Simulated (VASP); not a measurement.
Write the native input for VASP 6.6.1 that does the following.

* Task: relaxation of cell and atoms
* Functional: LDA
* Potentials or basis: VASP PAW LDA potentials, release 64 (Os)
* Cutoff: 600 eV
* k mesh: 10 × 10 × 10
* Occupations: fermi-dirac, width 0.05 eV
* Spin: no spin polarisation
* Dipole correction: no
* Further INCAR settings: ALGO = Normal; EDIFF = 1e-07; IBRION = 2; EDIFFG = -0.03; NSW = 80; ISIF = 3

The structure of Os lies in POSCAR:

```
Os
1.0
   -1.5200000000      1.5200000000      1.5200000000
    1.5200000000     -1.5200000000      1.5200000000
    1.5200000000      1.5200000000     -1.5200000000
Os
1
Direct
    0.0000000000      0.0000000000      0.0000000000
```

This isn't the form of Os at room conditions, which is hcp.

These files were run (other wordings do the same):

INCAR

```
SYSTEM = Os
PREC = Accurate
ENCUT = 600
EDIFF = 1E-7
ISMEAR = -1
SIGMA = 0.05
LREAL = .FALSE.
LASPH = .TRUE.
NELM = 120
ALGO = Normal
ISIF = 3
LWAVE = .FALSE.
LCHARG = .FALSE.
GGA = CA
IBRION = 2
NSW = 80
EDIFFG = -0.03
GGA_COMPAT = .FALSE.
NELMIN = 4
```

KPOINTS

```
Automatic mesh
0
G
  10 10 10
  0 0 0
```

Potentials or basis: VASP PAW LDA potentials, release 64 (Os).

The run is started by

```console
$ cat potpaw_LDA.64/Os/POTCAR > POTCAR
$ mpirun -np 1 vasp_std > vasp.out
```

It gave:

```yaml
Relaxed_volume: 14.19 Å³/atom
Relaxed_cell: a = 2.642 Å, b = 2.642 Å, c = 2.642 Å, α = 109.47°, β = 109.47°, γ = 109.47°
Space_group_after_relaxing_to_0.1_Å: Im-3m (No. 229)
Energy_gained_by_relaxing: 1.8 meV/atom
Ionic_steps: 3
Pressure_after_relaxing: -0.1 GPa
Band_gap_on_the_k_mesh: zero (bands 4 and 5 overlap by 4.31 eV)
```

Caveat: spin-orbit coupling is left out, which moves the levels of the heavy elements.

It took 8.6 s on 1 thread of Intel(R) Xeon(R) 6975P-C (Granite Rapids), with other jobs on the host, peak memory 0.14 GiB.
